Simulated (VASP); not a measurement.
A run of VASP 6.6.1:

Contents of INCAR:

```
SYSTEM = CuAu3
PREC = Accurate
ENCUT = 520
EDIFF = 1E-7
ISMEAR = 0
SIGMA = 0.1
LREAL = .FALSE.
LASPH = .TRUE.
NELM = 60
ALGO = Normal
ISIF = 2
LWAVE = .FALSE.
LCHARG = .FALSE.
GGA = PS
NBANDS = 30
```

KPOINTS

```
Automatic mesh
0
G
  10 10 10
  0 0 0
```

POSCAR

```
CuAu3
1.0
    3.9341050473      0.0000000000      0.0000000000
    0.0000000000      3.9341050473      0.0000000000
    0.0000000000      0.0000000000      3.9341050473
Cu Au
1 3
Direct
    0.0000000000      0.0000000000      0.0000000000
    0.0000000000      0.5000000000      0.5000000000
    0.5000000000      0.0000000000      0.5000000000
    0.5000000000      0.5000000000      0.0000000000
```

Potentials or basis: VASP PAW PBE potentials, release 64 (Cu, Au).

The run is started by

```sh
$ cat potpaw_PBE.64/Cu/POTCAR potpaw_PBE.64/Au/POTCAR > POTCAR
$ mpirun -np 1 vasp_std > vasp.out
```

Hardware: 1 thread of Intel(R) Xeon(R) 6975P-C (Granite Rapids) (shared host).

Task: How long does it take, and how much memory?

Result: Wall time 43 s on 1 thread of Intel(R) Xeon(R) 6975P-C (Granite Rapids) (shared host), peak memory 0.23 GiB. Counts: scf iterations 15, k points 56.
